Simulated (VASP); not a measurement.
# Rb (I4/mmm) in VASP: settings compared, part 2 of 2

VASP 6.6.1.

### 3 Single point, r2SCAN+rVV10

The input, POSCAR:

```
Rb
1.0
   -2.9545118600      2.9545118600      2.7308451950
    2.9545118600     -2.9545118600      2.7308451950
    2.9545118600      2.9545118600     -2.7308451950
Rb
1
Direct
    0.0000000000      0.0000000000      0.0000000000
```

The input, INCAR.step1:

```
SYSTEM = Rb
PREC = Accurate
ENCUT = 550
ISMEAR = -1
SIGMA = 0.01
LREAL = .FALSE.
LASPH = .TRUE.
NELM = 120
NBANDS = 10
GGA = PE
ALGO = Normal
EDIFF = 1E-5
LWAVE = .TRUE.
LCHARG = .FALSE.
GGA_COMPAT = .FALSE.
```

The input, INCAR.step2:

```
SYSTEM = Rb
PREC = Accurate
ENCUT = 550
EDIFF = 1E-6
ISMEAR = -1
SIGMA = 0.01
LREAL = .FALSE.
LASPH = .TRUE.
NELM = 120
ALGO = Normal
ISIF = 2
LWAVE = .FALSE.
LCHARG = .FALSE.
METAGGA = R2SCAN
LMIXTAU = .TRUE.
LUSE_VDW = .TRUE.
IVDW_NL = 2
BPARAM = 11.95
CPARAM = 0.0093
NBANDS = 10
ISTART = 1
GGA_COMPAT = .FALSE.
```

The input, KPOINTS:

```
Automatic mesh
0
G
  7 7 7
  0 0 0
```

Potentials or basis: VASP PAW PBE potentials, release 64 (Rb_sv).

Run with:

```bash
$ cat potpaw_PBE.64/Rb_sv/POTCAR > POTCAR
$ cp INCAR.step1 INCAR
$ mpirun -np 1 vasp_std > vasp.out
$ cp INCAR.step2 INCAR
$ mpirun -np 1 vasp_std > vasp.out
```

OUTCAR:

```text
SYSTEM = Rb
   PREC = Accurate
   ENCUT = 550
   EDIFF = 1E-6
   ISMEAR = -1
   LREAL = .FALSE.
   LASPH = .TRUE.
   NELM = 120
   ISIF = 2
   METAGGA = R2SCAN
   IVDW_NL = 2
   BPARAM = 11.95
   ISTART = 1

 ion  position               nearest neighbor table
   1  0.000  0.000  0.000-

  LATTYP: Found a body centered tetragonal cell.
 ALAT       =     5.9090237200
 C/A-ratio  =     0.9242965757

  Lattice vectors:

 A1 = (  -2.9545118600,   2.9545118600,   2.7308451950)
 A2 = (   2.9545118600,  -2.9545118600,   2.7308451950)
 A3 = (   2.9545118600,   2.9545118600,  -2.7308451950)

Analysis of symmetry for initial positions (statically):
=====================================================================
 Subroutine PRICEL returns:
 Original cell was already a primitive cell.

 Routine SETGRP: Setting up the symmetry group for a
 body centered tetragonal supercell.

 Subroutine GETGRP returns: Found 16 space group operations
 (whereof 16 operations were pure point group operations)
 out of a pool of 16 trial point group operations.

The static configuration has the point symmetry D_4h.

Analysis of symmetry for dynamics (positions and initial velocities):
=====================================================================
 Subroutine PRICEL returns:
 Original cell was already a primitive cell.

 Routine SETGRP: Setting up the symmetry group for a
 body centered tetragonal supercell.

 Subroutine GETGRP returns: Found 16 space group operations
 (whereof 16 operations were pure point group operations)
 out of a pool of 16 trial point group operations.

The dynamic configuration has the point symmetry D_4h.

 Subroutine INISYM returns: Found 16 space group operations
 (whereof 16 operations are pure point group operations),
 and found     1 'primitive' translations

----------------------------------------------------------------------------------------

                                     Primitive cell

  volume of cell :      95.3517

  direct lattice vectors                    reciprocal lattice vectors
    -2.954511860  2.954511860  2.730845195     0.000000000  0.169232693  0.183093498
     2.954511860 -2.954511860  2.730845195     0.169232693  0.000000000  0.183093498
     2.954511860  2.954511860 -2.730845195     0.169232693  0.169232693  0.000000000

  length of vectors
     4.991572512  4.991572512  4.991572512     0.249324956  0.249324956  0.239331170

  position of ions in fractional coordinates (direct lattice)
     0.000000000  0.000000000  0.000000000

  ion indices of the primitive-cell ions
   primitive index   ion index
                 1           1

----------------------------------------------------------------------------------------

 KPOINTS: Automatic mesh

Automatic generation of k-mesh.
 Grid dimensions read from file:
 generate k-points for:    7    7    7

 Generating k-lattice:

  Cartesian coordinates                     Fractional coordinates (reciprocal lattice)
     0.000000000  0.024176099  0.026156214     0.142857143  0.000000000 -0.000000000
     0.024176099  0.000000000  0.026156214     0.000000000  0.142857143 -0.000000000
     0.024176099  0.024176099  0.000000000     0.000000000  0.000000000  0.142857143

  Length of vectors
     0.035617851  0.035617851  0.034190167

  Shift w.r.t. Gamma in fractional coordinates (k-lattice)
     0.000000000  0.000000000  0.000000000

 Subroutine IBZKPT returns following result:
 ===========================================

 Found     40 irreducible k-points:

 Following reciprocal coordinates:
            Coordinates               Weight
  0.000000  0.000000  0.000000      1.000000
  0.142857  0.000000 -0.000000      8.000000
  0.285714  0.000000  0.000000      8.000000
  0.428571  0.000000  0.000000      8.000000
  0.142857  0.142857 -0.000000      8.000000
  0.285714  0.142857 -0.000000     16.000000
[... 16 lines left out ...]
 -0.142857  0.285714  0.142857      8.000000
 -0.428571  0.428571  0.142857      8.000000
 [... further k-points ...]
   k-points           NKPTS =     40   k-points in BZ     NKDIM =     40   number of bands    NBANDS=     10
   number of dos      NEDOS =    301   number of ions     NIONS =      1
   total plane-waves  NPLWV =  64000
   dimension x,y,z NGX =    40 NGY =   40 NGZ =   40
   dimension x,y,z NGXF=    80 NGYF=   80 NGZF=   80
   ions per type =               1
   NGX,Y,Z   is equivalent  to a cutoff of  13.32, 13.32, 13.32 a.u.
   NGXF,Y,Z  is equivalent  to a cutoff of  26.64, 26.64, 26.64 a.u.
 SYSTEM =  Rb
   PREC   = accura    normal or accurate (medium, high low for compatibility)
   ISTART =      1    job   : 0-new  1-cont  2-samecut
   ICHARG =      0    charge: 1-file 2-atom 10-const
   ISPIN  =      1    spin polarized calculation?
   LNONCOLLINEAR =      F non collinear calculations
   LSORBIT =      F    spin-orbit coupling
   LASPH  =      T    aspherical Exc in radial PAW
   ENCUT  =  550.0 eV  40.42 Ry    6.36 a.u.   9.54  9.54  9.54*2*pi/ulx,y,z
   NELM   =    120;   NELMIN=  2; NELMDL=  0     # of ELM steps
   EDIFF  = 0.1E-05   stopping-criterion for ELM
   LREAL  =      F    real-space projection
   EDIFFG = 0.1E-04   stopping-criterion for IOM
   NSW    =      0    number of steps for IOM
   IBRION =     -1    ionic relax: 0-MD 1-quasi-New 2-CG
   NFREE  =      0    steps in history (QN), initial steepest desc. (CG)
   ISIF   =      2    stress and relaxation
   ISYM   =      2    0-nonsym 1-usesym 2-fastsym
   POTIM  = 0.5000    time-step for ionic-motion
   TEBEG  =    0.0;   TEEND  =   0.0 temperature during run
   PSTRESS=    0.0 pullay stress
   NELECT =       9.0000    total number of electrons
   NUPDOWN=      -1.0000    fix difference up-down
   EMIN   =  10.00;   EMAX   =-10.00  energy-range for DOS
   EFERMI =   0.00;   METHOD = LEGACY
   ISMEAR =    -1;   SIGMA  =   0.01  broadening in eV -4-tet -1-fermi 0-gaus
   EFERMI_NEDOS =   21; number of points for ismear=-14 and -15
   IALGO  =     38    algorithm
   IMIX   =      4    mixing-type and parameters
     AMIX     =   0.40;   BMIX     =  1.00
     AMIX_MAG =   1.60;   BMIX_MAG =  1.00
  volume/ion in A,a.u.               =      95.35       643.47
  Fermi-wavevector in a.u.,A,eV,Ry     =   0.745383  1.408570  7.559340  0.555596
  Thomas-Fermi vector in A             =   1.840957
   LORBIT       =      0    0 simple, 1 ext, 2 COOP (PROOUT), +10 PAW based schemes
   METAGGA = R2SCAN    functional components
   LHFCALC =     F    Hartree Fock is set to
   AEXX    =    0.0000 exact exchange contribution
   IVDW_NL    =     2    kernel type
   BPARAM     =11.9500
   IVDW    =     0    specifies the selected vdW correction
   LEPSILON=     F    determine dielectric tensor
   LRPA    =     F    only Hartree local field effects (RPA)
 non-spin polarized calculation
  energy-cutoff  :      550.00
  volume of cell :       95.35
 maximum number of plane-waves:      2859
 NGX is ok and might be reduce to    40
   NGX = 19   NGY = 19   NGZ = 19

 number of electron       9.0000000 magnetization

 Free energy of the ion-electron system (eV)
  ---------------------------------------------------
  ext. energy  EPLUGINS =         0.00000000
  ---------------------------------------------------
  free energy    TOTEN  =       -13.62614980 eV

  energy without entropy =      -13.62582689  energy(sigma->0) =      -13.62598834

 E-fermi :  -0.0491     XC(G=0):  -5.6321

 val. band max:       -0.0956236934   @ k =   0.4286   0.0000   0.0000
 cond. band min:      -0.0415995730   @ k =  -0.4286   0.4286   0.1429
 fundamental gap:      0.0540241204
 Fermi energy:        -0.0491108378

 k-point     1 :       0.0000    0.0000    0.0000
  band No.  band energies     occupation
      1     -30.1119      2.00000
      2     -13.6066      2.00000
      3     -13.6061      2.00000
      4     -13.6061      2.00000
      5      -2.0941      2.00000
      6       3.7440      0.00000
      7       4.1898      0.00000
      8       4.1898      0.00000
      9       4.6747      0.00000
     10       5.2718      0.00000
[... 287 lines left out ...]
 k-point    24 :      -0.4286    0.4286    0.1429
  band No.  band energies     occupation
      1     -30.1080      2.00000
      2     -13.6829      2.00000
      3     -13.6341      2.00000
      4     -13.6162      2.00000
      5      -0.0416      0.64115
      6       1.0866      0.00000
      7       3.3000      0.00000
      8       3.5974      0.00000
      9       4.9213      0.00000
     10       6.0304      0.00000

 [... further k-points ...]

------------------------ aborting loop because EDIFF is reached ----------------------------------------

  FORCE on cell =-STRESS in cart. coord.  units (eV):
  Direction    XX          YY          ZZ          XY          YZ          ZX
  --------------------------------------------------------------------------------------
  -------------------------------------------------------------------------------------
  Total       -0.0566708     -0.0566708     -0.0659530      0.0000000      0.0000000      0.0000000
  in kB       -0.9522285     -0.9522285     -1.1081965      0.0000000      0.0000000      0.0000000
  external PRESSURE =      -1.0042178 kB  Pullay stress =       0.0000000 kB

 VOLUME and BASIS-vectors are now :
 -----------------------------------------------------------------------------
  energy-cutoff  :      550.00
  volume of cell :       95.35
      direct lattice vectors                 reciprocal lattice vectors
    -2.954511860  2.954511860  2.730845195     0.000000000  0.169232693  0.183093498
     2.954511860 -2.954511860  2.730845195     0.169232693  0.000000000  0.183093498
     2.954511860  2.954511860 -2.730845195     0.169232693  0.169232693  0.000000000

 POSITION                                       TOTAL-FORCE (eV/Angst)
 -----------------------------------------------------------------------------------
      0.00000      0.00000      0.00000         0.000000      0.000000     -0.000000
 -----------------------------------------------------------------------------------
    total drift:                               -0.000000      0.000000     -0.000000

  FREE ENERGIE OF THE ION-ELECTRON SYSTEM (eV)
  ---------------------------------------------------
  free  energy   TOTEN  =       -13.6261497965 eV

  energy  without entropy=      -13.6258268893  energy(sigma->0) =      -13.62598834
```

Wall time 3.3 min (1 thread of Intel Xeon Platinum 8488C (Sapphire Rapids), shared host); peak memory 0.5 GiB.

Results:

| Quantity | Value |
| --- | --- |
| Free energy | -13.6261 eV |
| Pressure | -0.1 GPa |
| Band gap on the k mesh | zero (an odd number of electrons rules out a gap without spin polarisation) |

Levels at points of the mesh, in eV from the Fermi level:
| k point | band 3 | band 4 | band 5 | band 6 | band 7 | band 8 |
| --- | --- | --- | --- | --- | --- | --- |
| (0.00, 0.00, 0.00) | -13.56 | -13.56 | -2.04 | 3.79 | 4.24 | 4.24 |

Caveat: the PAW data sets were made with another functional, which shifts forces and pressure a little.

The gap in the log of VASP goes by the Fermi energy; the results here count the filled bands.